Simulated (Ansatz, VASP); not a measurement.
## CdAg2: VASP beside Ansatz

```xyz
6
Lattice="0.0000 4.0538 4.0538 4.0538 0.0000 4.0538 4.0538 4.0538 0.0000" Properties=species:S:1:pos:R:3 pbc="T T T"
Cd    4.0538    4.0538    4.0538
Cd    6.0806    6.0806    6.0806
Ag    1.0134    1.0134    1.0134
Ag    1.0134    3.0403    3.0403
Ag    3.0403    3.0403    1.0134
Ag    3.0403    1.0134    3.0403
```

Change from the starting cell: species swapped into the SrIr2 type (Fd-3m, No. 227).

Alike in both runs: task single point; functional PBE; k mesh 4 × 4 × 4; occupations gaussian, width 0.1 eV; no spin polarisation.

|  | VASP | Ansatz |
| --- | --- | --- |
| version | VASP 6.6.1 | Ansatz 0.2.0 |
| potentials or method | VASP PAW PBE potentials, release 64 (Cd, Ag), cutoff 520 eV | scalar-relativistic, plane waves, PAW |
| valence electrons in the cell | 68 | 116 |

```csv
,VASP,Ansatz,Ansatz less VASP
gap on the k mesh at the Fermi level (eV),none,none,-
pressure (GPa),-4.7,-4.7,-0.02
```

A gap of «none» marks a metal or a gap that the smearing closes. The functional is the same, so the differences come from potentials, cutoffs and numerics. VASP's potentials hold 68 valence electrons a cell and Ansatz's 116, so a difference there can come from the potentials and not from the codes.
